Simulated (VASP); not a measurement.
The system is HfZrGe4.

```xyz
6
Lattice="0.0000 3.7653 3.7653 3.7653 0.0000 3.7653 3.7653 3.7653 0.0000" Properties=species:S:1:pos:R:3 pbc="T T T"
Zr    1.8827    1.8827    1.8827
Hf    0.0000    0.0000    0.0000
Ge    2.8244    4.7063    2.8244
Ge    4.7063    4.7063    4.7063
Ge    4.7063    2.8244    2.8244
Ge    2.8244    2.8244    4.7063
```

The cell was built from a structure type or drawn by symmetry, and may not be a known phase.

| Property | Result |
| --- | --- |
| Program | VASP 6.6.1 |
| Task | relaxation of cell and atoms |
| Functional | PBE |
| Potentials or basis | VASP PAW PBE potentials, release 64 (Zr_sv, Hf_pv, Ge_d) |
| Cutoff | 600 eV |
| k mesh | 4 × 4 × 4 |
| Occupations | gaussian, width 0.1 eV |
| Spin | no spin polarisation |

At the start: pressure 5.1 GPa; volume 17.79 Å³/atom.

**Question.** How do energy, volume and symmetry change on relaxing?

**Answer.** Over 5 steps the energy falls by 16.1 meV/atom and the volume is 18.85 Å³/atom (+5.9 %); space group F-43m (No. 216, to 0.1 Å) before and after.

Step by step:
```
step  energy change (eV)  largest force (eV/Å)  pressure (GPa)  volume (Å³)
   1              0.0000                0.0805            5.07       106.77
   2             -0.0794                0.0560           -2.05       115.70
   3             -0.0964                0.0657           -0.01       112.98
   4             -0.0964                0.0654           -0.06       113.11
   5             -0.0969                0.0176           -0.02       113.10
```

Final structure:
```
Zr Hf Ge
1.0
     0.00000    3.83838    3.83838
     3.83838    0.00000    3.83838
     3.83838    3.83838    0.00000
Zr Hf Ge
1 1 4
Direct
  0.25000 0.25000 0.25000
  0.00000 0.00000 0.00000
  0.62539 0.12383 0.62539
  0.62539 0.62539 0.62539
  0.12383 0.62539 0.62539
  0.62539 0.62539 0.12383
```

Caveat: the k points lie up to 0.35 Å⁻¹ apart in the final cell, too coarse for converged energies and pressures of a metal.
